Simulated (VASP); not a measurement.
Write the native input for VASP 6.6.1 that does the following.

```yaml
Task: single point
Functional: PBE
Potentials_or_basis: VASP PAW PBE potentials, release 64 (Ba_sv, Zr_sv, O)
Cutoff: 520 eV
k_mesh: 6 × 6 × 6
Occupations: gaussian, width 0.05 eV
Spin: no spin polarisation
Dipole_correction: no
Further_INCAR_settings: ALGO = Normal; EDIFF = 1e-06; NBANDS = 28
```

The structure of BaZrO3 lies in POSCAR:

```
BaZrO3
1.0
    4.1953966539      0.0000000000      0.0000000000
    0.0000000000      4.1953966539      0.0000000000
    0.0000000000      0.0000000000      4.1953966539
Ba Zr O
1 1 3
Direct
    0.0000000000      0.0000000000      0.0000000000
    0.5000000000      0.5000000000      0.5000000000
    0.0000000000      0.5000000000      0.5000000000
    0.5000000000      0.5000000000      0.0000000000
    0.5000000000      0.0000000000      0.5000000000
```

These files were run (other wordings do the same):

INCAR

```
SYSTEM = BaZrO3
PREC     = Accurate       ! precision mode
ENCUT    = 520            ! plane-wave cutoff, eV
EDIFF    = 1E-6           ! SCF threshold, eV
ISMEAR   = 0              ! smearing method
SIGMA    = 0.05           ! smearing width, eV
LREAL    = .False.        ! projectors in reciprocal space
LASPH    = .True.         ! aspherical terms in the spheres
NELM     = 80             ! most SCF steps
ALGO     = Normal         ! electronic algorithm
ISIF     = 2              ! what is computed and relaxed
LWAVE    = .False.        ! write WAVECAR
LCHARG   = .False.        ! write CHGCAR
GGA      = PE             ! functional
NBANDS   = 28             ! bands
```

KPOINTS

```
regular mesh
0
Gamma
  6 6 6
  0 0 0
```

Potentials or basis: VASP PAW PBE potentials, release 64 (Ba_sv, Zr_sv, O).

Command:

```console
$ cat potpaw_PBE.64/Ba_sv/POTCAR potpaw_PBE.64/Zr_sv/POTCAR potpaw_PBE.64/O/POTCAR > POTCAR
$ mpirun -np 1 vasp_std > vasp.out
```

Results of the run:

```json
{"Pressure": "4.6 GPa", "Band gap on the k mesh": "3.18 eV, indirect (least direct gap 3.41 eV)"}
```

Caveat: spin-orbit coupling is left out, which moves the levels of the heavy elements.

Wall time 30 s on 1 thread of Intel(R) Xeon(R) Platinum 8375C CPU @ 2.90GHz (Ice Lake) (shared host), peak memory 0.2 GiB.
